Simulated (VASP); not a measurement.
# LiF (P6_3mc) in VASP: a series of runs, part 3 of 3

VASP 6.6.1. The steps go on from the part before.

## (5) Single point, LDA

This run uses another cell than the first one, of the same volume but with other edges.

Contents of INCAR:

```
SYSTEM = LiF
PREC = Accurate
ENCUT = 520
EDIFF = 1E-6
ISMEAR = 0
SIGMA = 0.05
LREAL = .FALSE.
LASPH = .TRUE.
NELM = 80
ALGO = Normal
ISIF = 2
LWAVE = .FALSE.
LCHARG = .TRUE.
LELF = .TRUE.
LVHAR = .TRUE.
NBANDS = 18
```

Contents of KPOINTS:

```
regular mesh
0
G
  9 9 6
  0 0 0
```

Contents of POSCAR:

```
LiF
1.0
    3.0976209951      0.0000000000      0.0000000000
   -1.5488104975      2.6826184730      0.0000000000
    0.0000000000      0.0000000000      4.4580961361
Li F
2 2
Direct
    0.3333333333      0.6666666667      0.3371874601
    0.6666666667      0.3333333333      0.8371874601
    0.3333333333      0.6666666667      0.9910195924
    0.6666666667      0.3333333333      0.4910195924
```

Potentials or basis: VASP PAW LDA potentials, release 64 (Li_sv, F).

Run with:

```console
$ cat potpaw_LDA.64/Li_sv/POTCAR potpaw_LDA.64/F/POTCAR > POTCAR
$ mpirun -np 1 vasp_std > vasp.out
```

OUTCAR:

```text
SYSTEM = LiF
   PREC = Accurate
   ENCUT = 520
   EDIFF = 1E-6
   ISMEAR = 0
   LREAL = .FALSE.
   LASPH = .TRUE.
   NELM = 80
   ISIF = 2

 ion  position               nearest neighbor table
   1  0.333  0.667  0.337-   3 1.54   4 1.92   4 1.92   4 1.92
   2  0.667  0.333  0.837-   4 1.54   3 1.92   3 1.92   3 1.92
   3  0.333  0.667  0.991-   1 1.54   2 1.92   2 1.92   2 1.92
   4  0.667  0.333  0.491-   2 1.54   1 1.92   1 1.92   1 1.92

  LATTYP: Found a hexagonal cell.
 ALAT       =     3.0976209951
 C/A-ratio  =     1.4392000000

  Lattice vectors:

 A1 = (   3.0976209951,   0.0000000000,   0.0000000000)
 A2 = (  -1.5488104975,   2.6826184730,   0.0000000000)
 A3 = (   0.0000000000,   0.0000000000,   4.4580961361)

Analysis of symmetry for initial positions (statically):
=====================================================================
 Subroutine PRICEL returns:
 Original cell was already a primitive cell.

 Routine SETGRP: Setting up the symmetry group for a
 hexagonal supercell.

 Subroutine GETGRP returns: Found 12 space group operations
 (whereof  6 operations were pure point group operations)
 out of a pool of 24 trial point group operations.

The static configuration has the point symmetry C_3v.
 The point group associated with its full space group is C_6v.

Analysis of symmetry for dynamics (positions and initial velocities):
=====================================================================
 Subroutine PRICEL returns:
 Original cell was already a primitive cell.

 Routine SETGRP: Setting up the symmetry group for a
 hexagonal supercell.

 Subroutine GETGRP returns: Found 12 space group operations
 (whereof  6 operations were pure point group operations)
 out of a pool of 24 trial point group operations.

The dynamic configuration has the point symmetry C_3v.
 The point group associated with its full space group is C_6v.

 Subroutine INISYM returns: Found 12 space group operations
 (whereof  6 operations are pure point group operations),
 and found     1 'primitive' translations
[... 121 lines left out ...]
  Fermi-wavevector in a.u.,A,eV,Ry     =   1.333028  2.519058 24.177060  1.776964
  Thomas-Fermi vector in A             =   2.461918
   LORBIT       =      0    0 simple, 1 ext, 2 COOP (PROOUT), +10 PAW based schemes
   GGA     = CA    functional components
   LHFCALC =     F    Hartree Fock is set to
   AEXX    =    0.0000 exact exchange contribution
   IVDW    =     0    specifies the selected vdW correction
   LEPSILON=     F    determine dielectric tensor
   LRPA    =     F    only Hartree local field effects (RPA)
 non-spin polarized calculation
 Gauss-broadening in eV      SIGMA  =   0.05
  energy-cutoff  :      520.00
  volume of cell :       37.05
 maximum number of plane-waves:      1014
 NGX is ok and might be reduce to    24

 number of electron      19.9999970 magnetization

 Free energy of the ion-electron system (eV)
  ---------------------------------------------------
  ext. energy  EPLUGINS =         0.00000000
  ---------------------------------------------------
  free energy    TOTEN  =       -20.23855347 eV

  energy without entropy =      -20.23855347  energy(sigma->0) =      -20.23855347

 E-fermi :  -2.2810     XC(G=0):  -9.8274

 val. band max:       -2.5967673866   @ k =   0.0000   0.0000   0.0000
 cond. band min:       5.2689383633   @ k =   0.0000   0.0000   0.0000
 fundamental gap:      7.8657057499
 Fermi energy:        -2.2810240297

 k-point     1 :       0.0000    0.0000    0.0000
  band No.  band energies     occupation
      1     -41.5656      2.00000
      2     -41.4644      2.00000
      3     -21.5756      2.00000
      4     -21.4062      2.00000
      5      -4.6782      2.00000
      6      -3.1277      2.00000
[... 481 lines left out ...]
      5      -4.7377      2.00000
      6      -4.0789      2.00000
[... 10 lines left out ...]
     17      16.8104      0.00000
     18      19.1176      0.00000

 [... further k-points ...]

------------------------ aborting loop because EDIFF is reached ----------------------------------------

  FORCE on cell =-STRESS in cart. coord.  units (eV):
  Direction    XX          YY          ZZ          XY          YZ          ZX
  --------------------------------------------------------------------------------------
  -------------------------------------------------------------------------------------
  Total       -1.1584922     -1.1584922      7.2679553     -0.0000000     -0.0000000      0.0000000
  in kB      -50.1033878    -50.1033878    314.3302735     -0.0000000     -0.0000000      0.0000000
  external PRESSURE =      71.3744993 kB  Pullay stress =       0.0000000 kB

 VOLUME and BASIS-vectors are now :
 -----------------------------------------------------------------------------
  energy-cutoff  :      520.00
  volume of cell :       37.05
      direct lattice vectors                 reciprocal lattice vectors
     3.097620995  0.000000000  0.000000000     0.322828390  0.186385058  0.000000000
    -1.548810498  2.682618473  0.000000000     0.000000000  0.372770116  0.000000000
     0.000000000  0.000000000  4.458096136     0.000000000  0.000000000  0.224310999

 POSITION                                       TOTAL-FORCE (eV/Angst)
 -----------------------------------------------------------------------------------
     -0.00000      1.78841      1.50321        -0.000000      0.000000      2.613221
      1.54881      0.89421      3.73226         0.000000     -0.000000      2.613221
     -0.00000      1.78841      4.41806        -0.000000      0.000000     -2.613221
      1.54881      0.89421      2.18901        -0.000000     -0.000000     -2.613221
 -----------------------------------------------------------------------------------
    total drift:                               -0.000000     -0.000000     -0.001813

  FREE ENERGIE OF THE ION-ELECTRON SYSTEM (eV)
  ---------------------------------------------------
  free  energy   TOTEN  =       -20.2385534701 eV

  energy  without entropy=      -20.2385534701  energy(sigma->0) =      -20.23855347
```

Run time: 32 s. Hardware: 1 thread of Intel Xeon 8259CL, shared host; peak memory 0.14 GiB.

Results:

```
Free energy            : -20.2386 eV
Largest force          : 2.613 eV/Å
Band gap on the k mesh : 7.87 eV
```

Forces on the atoms (eV/Å):
```
Li   0.000  0.000  2.613
Li   0.000  0.000  2.613
F    0.000  0.000 -2.613
F    0.000  0.000 -2.613
```

Levels at points of the mesh, in eV from the valence-band top:
```csv
k point,band 8,band 9,band 10,band 11,band 12,band 13
"(0.00, 0.00, 0.00)",-0.07,0.00,0.00,7.87,12.69,16.06
"(0.00, 0.00, 0.50)",-0.27,-0.27,-0.27,9.53,9.53,18.50
```

Caveat: the cutoff is under 1.25 times the usual one of these potentials, so pressure, stress and relaxed cells hold a basis-set (Pulay) error; forces of over 1 eV/Å act on the atoms, so gaps and moduli don't describe the material at rest. A k mesh can miss the band edges.

## (6) Summary

| cell | gap on the mesh (eV) | largest force (eV/Å) |
| --- | --- | --- |
| a = 2.983, b = 2.983, c = 4.807 Å, angles 90.0, 90.0, 120.0°, 4 atoms, atomic positions A | 7.87 | 0.19 |
| a = 2.953, b = 2.953, c = 4.904 Å, angles 90.0, 90.0, 120.0°, 4 atoms, atomic positions B | 7.95 | 0.01 |
| a = 3.080, b = 3.080, c = 4.509 Å, angles 90.0, 90.0, 120.0°, 4 atoms, atomic positions C | 7.61 | 0.18 |
| a = 3.098, b = 3.098, c = 4.458 Å, angles 90.0, 90.0, 120.0°, 4 atoms, atomic positions D | 7.87 | 2.61 |

Alike in all rows: task single point; level LDA; potentials or basis VASP PAW LDA potentials, release 64 (Li_sv, F); no spin polarisation; k mesh 9 × 9 × 6; cutoff (eV) 520; smearing gaussian 0.05 eV.

Caveats: the cutoff is under 1.25 times the usual one of these potentials, so pressure, stress and relaxed cells hold a basis-set (Pulay) error; forces of over 1 eV/Å act on the atoms, so gaps and moduli don't describe the material at rest (at least some runs).

Absolute energies hang on the potentials; compare differences alone.
